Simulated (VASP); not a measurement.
A run of VASP 6.6.1 is set up as follows.

Contents of INCAR:

```
PREC = Accurate ; ENCUT = 600
EDIFF = 1E-6 ; ISMEAR = -1
SIGMA = 0.05 ; LREAL = F
LASPH = T ; NELM = 60
ALGO = Normal ; ISIF = 3
LWAVE = F ; LCHARG = F
GGA = RP ; IBRION = 2
NSW = 80 ; EDIFFG = -0.01
```

Contents of KPOINTS:

```
regular mesh
0
Gamma
  7 7 7
```

Contents of POSCAR:

```
TePb
1.0
    0.0000000000      3.2310000000      3.2310000000
    3.2310000000      0.0000000000      3.2310000000
    3.2310000000      3.2310000000      0.0000000000
Pb Te
1 1
Direct
    0.0000000000      0.0000000000      0.0000000000
    0.5000000000      0.5000000000      0.5000000000
```

Potentials or basis: VASP PAW PBE potentials, release 64 (Pb_d, Te).

The run is started by

```bash
$ cat potpaw_PBE.64/Pb_d/POTCAR potpaw_PBE.64/Te/POTCAR > POTCAR
$ mpirun -np 1 vasp_std > vasp.out
```

Q: Predict the relaxed cell.

A: a = 4.704 Å, b = 4.704 Å, c = 4.704 Å, α = 60.00°, β = 60.00°, γ = 60.00°.

Q: Predict the space group after relaxing (to 0.05 Å).

A: Fm-3m (No. 225).

Q: Estimate the relaxed volume.

A: 36.79 Å³/atom.

Step by step:
```
step  energy change (eV)  largest force (eV/Å)  pressure (GPa)  volume (Å³)
   1              0.0000                0.0000            3.59        67.46
   2             -0.0607                0.0000           -0.67        75.12
   3             -0.0639                0.0000            0.01        73.58
```

Caveat: the PAW data sets were made with another functional, which shifts forces and pressure a little. RPBE and its kin give volumes clearly too large for solids.
